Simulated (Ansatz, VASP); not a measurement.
## Si in VASP and in Ansatz

The input POSCAR:

```
Si
1.0
   -3.1293628889      3.1293628889      2.1708410010
    3.1293628889     -3.1293628889      2.1708410010
    3.1293628889      3.1293628889     -2.1708410010
Si
4
Direct
    0.1788010600      0.1788010600      0.3576021200
    0.8211989400      0.8211989400      0.6423978800
    0.1788010600      0.8211989400      0.0000000000
    0.8211989400      0.1788010600      0.0000000000
```

Contents of INCAR.step1:

```
ALGO = Normal ; EDIFF = 1E-4
ENCUT = 520 ; GGA = PE
ISMEAR = 0 ; LASPH = True
LCHARG = False ; LREAL = False
LWAVE = True ; NBANDS = 16
NELM = 100 ; PREC = Accurate
SIGMA = 0.03
```

The input INCAR.step2:

```
ALGO = Normal ; EDIFF = 1E-6
ENCUT = 520 ; ISIF = 2
ISMEAR = 0 ; ISTART = 1
LASPH = True ; LCHARG = False
LMIXTAU = True ; LREAL = False
LWAVE = False ; METAGGA = R2SCAN
NBANDS = 16 ; NELM = 100
PREC = Accurate ; SIGMA = 0.03
```

Contents of KPOINTS:

```
k-points
0
Gamma
  12 12 12
```

Input for Ansatz:

```yaml
crystal:
  lattice:
    - [-3.1293628889, 3.1293628889, 2.170841001]
    - [3.1293628889, -3.1293628889, 2.170841001]
    - [3.1293628889, 3.1293628889, -2.170841001]
  atoms:
    - { symbol: Si, position: [0.17880106, 0.17880106, 0.35760212] }
    - { symbol: Si, position: [0.82119894, 0.82119894, 0.64239788] }
    - { symbol: Si, position: [0.17880106, 0.82119894, 0.0] }
    - { symbol: Si, position: [0.82119894, 0.17880106, 0.0] }
basis:
  ecutwfc: 500
kpoints:
  mp_grid: { grid: [12, 12, 12] }
hamiltonian:
  xc: r2scan
scf:
  occupations: { method: gaussian, width: 0.03 }
output:
  forces: true
  stress: true
  eigenvalues: true
```

Alike in both runs: task single point; functional r2SCAN; k mesh 12 × 12 × 12; occupations gaussian, width 0.03 eV; no spin polarisation.

```csv
,VASP,Ansatz
version,VASP 6.6.1,Ansatz 0.2.0
potentials or method,"VASP PAW PBE potentials, release 64 (Si), cutoff 520 eV","scalar-relativistic, plane waves, PAW"
valence electrons in the cell,16,16
```

|  | VASP | Ansatz | Ansatz less VASP |
| --- | --- | --- | --- |
| gap on the k mesh at the Fermi level (eV) | none | none | - |
| pressure (GPa) | 2.3 | 2.5 | +0.19 |
| traceless stress, the component that is largest in VASP (GPa) | -20.22 | -20.16 | +0.063 |
| rms of the force components (eV/Å) | 1.380 | 1.389 | +0.0094 |

VASP's potentials were made for PBE, not for r2SCAN. Atom by atom the forces differ by 0.009 eV/Å (rms over components). A gap of «none» marks a metal or a gap that the smearing closes.
